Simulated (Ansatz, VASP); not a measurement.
SiGe in VASP and in Ansatz

```
Si Ge
1.0
     3.78358    0.00000    0.00000
    -1.89179    3.27668    0.00000
     0.00000    0.00000    6.25009
Si Ge
2 2
Direct
  0.66667 0.33333 0.87441
  0.33333 0.66667 0.37441
  0.66667 0.33333 0.50059
  0.33333 0.66667 0.00059
```

Change from the starting cell: equal strain along all axes, cell held, atoms relaxed: -3.0 %.

Alike in both runs: task relaxation of the atoms; functional PBEsol; k mesh 12 × 12 × 6; occupations gaussian, width 0.02 eV; no spin polarisation.

|  | VASP | Ansatz |
| --- | --- | --- |
| version | VASP 6.6.1 | Ansatz 0.2.0 |
| potentials or method | VASP PAW PBE potentials, release 64 (Si, Ge_d), cutoff 520 eV | scalar-relativistic, plane waves, PAW |
| valence electrons in the cell | 36 | 36 |

|  | VASP | Ansatz | Ansatz less VASP |
| --- | --- | --- | --- |
| gap on the k mesh at the Fermi level, each at its own relaxed structure (eV) | 0.18 | 0.18 | 0.000 |

VASP's potentials were made for PBE, not for PBEsol. Ansatz's warnings: stress scf threshold loose.
